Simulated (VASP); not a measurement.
Crystal: ZnS.

```xyz
2
Lattice="0.0000 2.6839 2.6839 2.6839 0.0000 2.6839 2.6839 2.6839 0.0000" Properties=species:S:1:pos:R:3 pbc="T T T"
Zn    4.0258    4.0258    4.0258
S     0.0000    0.0000    0.0000
```

Base run:

* Program: VASP 6.6.1
* Functional: r2SCAN
* Dispersion: D3(BJ)
* Potentials or basis: VASP PAW PBE potentials, release 64 (Zn, S)
* Cutoff: 520 eV
* k mesh: 9 × 9 × 9
* Occupations: fermi-dirac, width 0.05 eV
* Spin: no spin polarisation

Its results: band gap on the k mesh 2.77 eV, direct; pressure -0.3 GPa.

Q: The run is repeated on the same cell with these changes: functional from r2SCAN to BLYP. What comes out?

A: Band gap on the k mesh 2.22 eV, direct; pressure 0.8 GPa.

r2SCAN gives the wider gap, since meta-GGAs in the generalised Kohn-Sham scheme recover part of the derivative discontinuity.

Caveats: the PAW data sets were made with another functional, which shifts forces and pressure a little.

